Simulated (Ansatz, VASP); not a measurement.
**AlNi in VASP and in Ansatz**

The input INCAR:

```
PREC = Accurate
ENCUT = 520
EDIFF = 1E-6
ISMEAR = 0
SIGMA = 0.15
LREAL = F
LASPH = T
NELM = 80
ALGO = Fast
ISIF = 2
LWAVE = F
LCHARG = F
GGA = PS
NBANDS = 14
```

KPOINTS

```
regular mesh
0
Gamma
  20 20 20
```

POSCAR

```
AlNi
1.0
    2.4328407189      0.0000000000      0.0000000000
    0.0000000000      2.4328407189      0.0000000000
    0.0000000000      0.0000000000      2.8621655516
Al Ni
1 1
Direct
    0.0000000000      0.0000000000      0.0000000000
    0.5000000000      0.5000000000      0.5000000000
```

Input for Ansatz:

```yaml
crystal:
  lattice:
    - [2.4328407189, 0.0, 0.0]
    - [0.0, 2.4328407189, 0.0]
    - [0.0, 0.0, 2.8621655516]
  atoms:
    - { symbol: Al, position: [0.0, 0.0, 0.0] }
    - { symbol: Ni, position: [0.5, 0.5, 0.5] }
basis:
  ecutwfc: 420
kpoints:
  mp_grid: { grid: [20, 20, 20] }
hamiltonian:
  xc: pbesol
scf:
  occupations: { method: gaussian, width: 0.15 }
output:
  forces: true
  stress: true
  eigenvalues: true
```

Change from the starting cell: strain -0.1500 x Voigt [1, 1, 0, 0, 0, 0], atoms carried along.

Alike in both runs: task single point; functional PBEsol; k mesh 20 × 20 × 20; occupations gaussian, width 0.15 eV; no spin polarisation.

```csv
,VASP,Ansatz
version,VASP 6.6.1,Ansatz 0.2.0
potentials or method,"VASP PAW PBE potentials, release 64 (Al, Ni), cutoff 520 eV","scalar-relativistic, plane waves, PAW"
valence electrons in the cell,13,21
```

```tsv
	VASP	Ansatz	Ansatz less VASP
gap on the k mesh at the Fermi level (eV)	none	none	-
pressure (GPa)	115.7	115.0	-0.70
traceless stress, the component that is largest in VASP (GPa)	-12.68	-12.40	+0.278
```

VASP's potentials were made for PBE, not for PBEsol. A gap of «none» marks a metal or a gap that the smearing closes. Both programs put the cell under a high pressure, so it lies far from rest at this level. VASP's potentials hold 13 valence electrons a cell and Ansatz's 21, so a difference there can come from the potentials and not from the codes.

Noted on VASP's run: the cell as given lies far from equilibrium.
